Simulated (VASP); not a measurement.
# Ir (Fm-3m) in VASP: notebook, part 2 of 3

VASP 6.6.1. Earlier steps stand in the parts before.

## 3. Single point, BLYP (volume scaled by 0.88)

Input file INCAR:

```
  AGGAC = 1.0
  AGGAX = 1.0
  ALDAC = 0.0
  ALDAX = 1.0
  ALGO = Normal
  EDIFF = 1E-6
  ENCUT = 520
  GGA = B5
  ISIF = 2
  ISMEAR = -1
  LASPH = T
  LCHARG = F
  LREAL = F
  LWAVE = F
  NBANDS = 10
  NELM = 80
  PREC = Accurate
  SIGMA = 0.1
```

Input file KPOINTS:

```
k-points
0
Gamma
  22 22 22
```

Input file POSCAR:

```
Ir
1.0
    0.0000000000      1.8867100159      1.8867100159
    1.8867100159      0.0000000000      1.8867100159
    1.8867100159      1.8867100159      0.0000000000
Ir
1
Direct
    0.0000000000      0.0000000000      0.0000000000
```

Potentials or basis: VASP PAW PBE potentials, release 64 (Ir).

The run is started by

```sh
> cat potpaw_PBE.64/Ir/POTCAR > POTCAR
> mpirun -np 1 vasp_std > vasp.out
```

OUTCAR:

```text
EDIFF = 1E-6
   ENCUT = 520
   GGA = B5
   ISIF = 2
   ISMEAR = -1
   LASPH = T
   LREAL = F
   NELM = 80
   PREC = Accurate

 ion  position               nearest neighbor table
   1  0.000  0.000  0.000-

  LATTYP: Found a face centered cubic cell.
 ALAT       =     3.7734200318

  Lattice vectors:

 A1 = (   0.0000000000,   1.8867100159,   1.8867100159)
 A2 = (   1.8867100159,   0.0000000000,   1.8867100159)
 A3 = (   1.8867100159,   1.8867100159,   0.0000000000)

Analysis of symmetry for initial positions (statically):
=====================================================================
 Subroutine PRICEL returns:
 Original cell was already a primitive cell.

 Routine SETGRP: Setting up the symmetry group for a
 face centered cubic supercell.

 Subroutine GETGRP returns: Found 48 space group operations
 (whereof 48 operations were pure point group operations)
 out of a pool of 48 trial point group operations.

The static configuration has the point symmetry O_h .

Analysis of symmetry for dynamics (positions and initial velocities):
=====================================================================
 Subroutine PRICEL returns:
 Original cell was already a primitive cell.

 Routine SETGRP: Setting up the symmetry group for a
 face centered cubic supercell.

 Subroutine GETGRP returns: Found 48 space group operations
 (whereof 48 operations were pure point group operations)
 out of a pool of 48 trial point group operations.

The dynamic configuration has the point symmetry O_h .

 Subroutine INISYM returns: Found 48 space group operations
 (whereof 48 operations are pure point group operations),
 and found     1 'primitive' translations

----------------------------------------------------------------------------------------

                                     Primitive cell
[... 104 lines left out ...]
   ISMEAR =    -1;   SIGMA  =   0.10  broadening in eV -4-tet -1-fermi 0-gaus
   EFERMI_NEDOS =   21; number of points for ismear=-14 and -15
   IALGO  =     38    algorithm
   IMIX   =      4    mixing-type and parameters
     AMIX     =   0.40;   BMIX     =  1.00
     AMIX_MAG =   1.60;   BMIX_MAG =  1.00
  volume/ion in A,a.u.               =      13.43        90.64
  Fermi-wavevector in a.u.,A,eV,Ry     =   1.432541  2.707111 27.921534  2.052175
  Thomas-Fermi vector in A             =   2.552158
   LORBIT       =      0    0 simple, 1 ext, 2 COOP (PROOUT), +10 PAW based schemes
   GGA     = B5    functional components
   LHFCALC =     F    Hartree Fock is set to
   AEXX    =    0.0000 exact exchange contribution
   IVDW    =     0    specifies the selected vdW correction
   LEPSILON=     F    determine dielectric tensor
   LRPA    =     F    only Hartree local field effects (RPA)
 non-spin polarized calculation
  energy-cutoff  :      520.00
  volume of cell :       13.43
 maximum number of plane-waves:       375
   NGX =  9   NGY =  9   NGZ =  9

 number of electron       9.0000001 magnetization

 Free energy of the ion-electron system (eV)
  ---------------------------------------------------
  ext. energy  EPLUGINS =         0.00000000
  ---------------------------------------------------
  free energy    TOTEN  =        -7.16517498 eV

  energy without entropy =       -7.13472657  energy(sigma->0) =       -7.14995078

 E-fermi :  11.9128     XC(G=0): -13.5774

 val. band max:       11.9092226016   @ k =   0.4545   0.3636   0.0000
 cond. band min:      11.9137594709   @ k =  -0.3636   0.0455   0.0000
 fundamental gap:      0.0045368693
 Fermi energy:        11.9127911813

 k-point     1 :       0.0000    0.0000    0.0000
  band No.  band energies     occupation
      1       0.4626      2.00000
      2       7.7122      2.00000
      3       7.7122      2.00000
      4       7.7122      2.00000
      5      10.6187      2.00000
      6      10.6187      2.00000
      7      26.4699      0.00000
      8      32.2476      0.00000
      9      32.2476      0.00000
     10      32.2476      0.00000
[... 287 lines left out ...]
 k-point    24 :      -0.4545    0.0455    0.0000
  band No.  band energies     occupation
      1       3.4369      2.00000
      2       7.5391      2.00000
      3       7.6723      2.00000
      4      10.7789      1.99998
      5      12.7690      0.00038
      6      13.4291      0.00000
      7      19.9879      0.00000
      8      26.2816      0.00000
      9      32.0904      0.00000
     10      32.5406      0.00000

 [... further k-points ...]
[... 5 lines left out ...]
  --------------------------------------------------------------------------------------
  -------------------------------------------------------------------------------------
  Total        4.6822849      4.6822849      4.6822849      0.0000000      0.0000000      0.0000000
  in kB      558.4997150    558.4997150    558.4997150      0.0000000      0.0000000      0.0000000
  external PRESSURE =     558.4997150 kB  Pullay stress =       0.0000000 kB

 VOLUME and BASIS-vectors are now :
 -----------------------------------------------------------------------------
  energy-cutoff  :      520.00
  volume of cell :       13.43
      direct lattice vectors                 reciprocal lattice vectors
     0.000000000  1.886710016  1.886710016    -0.265011579  0.265011579  0.265011579
     1.886710016  0.000000000  1.886710016     0.265011579 -0.265011579  0.265011579
     1.886710016  1.886710016  0.000000000     0.265011579  0.265011579 -0.265011579

 POSITION                                       TOTAL-FORCE (eV/Angst)
 -----------------------------------------------------------------------------------
      0.00000      0.00000      0.00000        -0.000000     -0.000000     -0.000000
 -----------------------------------------------------------------------------------
    total drift:                                0.000000      0.000000      0.000000

  FREE ENERGIE OF THE ION-ELECTRON SYSTEM (eV)
  ---------------------------------------------------
  free  energy   TOTEN  =        -7.1651749839 eV

  energy  without entropy=       -7.1347265662  energy(sigma->0) =       -7.14995078
```

stdout:

```text
POSCAR found type information on POSCAR Ir
 POSCAR found :  1 types and       1 ions
 scaLAPACK will be used
 -----------------------------------------------------------------------------
|                                                                             |
|                                                                             |
|     You enforced a specific xc type in the INCAR file but a different       |
|     I HOPE YOU KNOW WHAT YOU ARE DOING!                                     |
|                                                                             |
 -----------------------------------------------------------------------------

 LDA part: xc-table for (Slater(with rela. corr.)+VWN5), standard interpolation
 POSCAR, INCAR and KPOINTS ok, starting setup
 FFT: planning ... GRIDC
 FFT: planning ... GRID_SOFT
 FFT: planning ... GRID
 WAVECAR not read
 entering main loop
```

Run time: 32 s. Hardware: 1 thread of Intel Xeon Platinum 8259CL at 2.50GHz (Skylake/Cascade Lake), shared host; peak memory 0.16 GiB.

Results:

```
Free energy : -7.1652 eV
Pressure    : 55.8 GPa
```

Caveat: the PAW data sets were made with another functional, which shifts forces and pressure a little; spin-orbit coupling is left out, which moves the levels of the heavy elements.

[end of part 2 of 3]
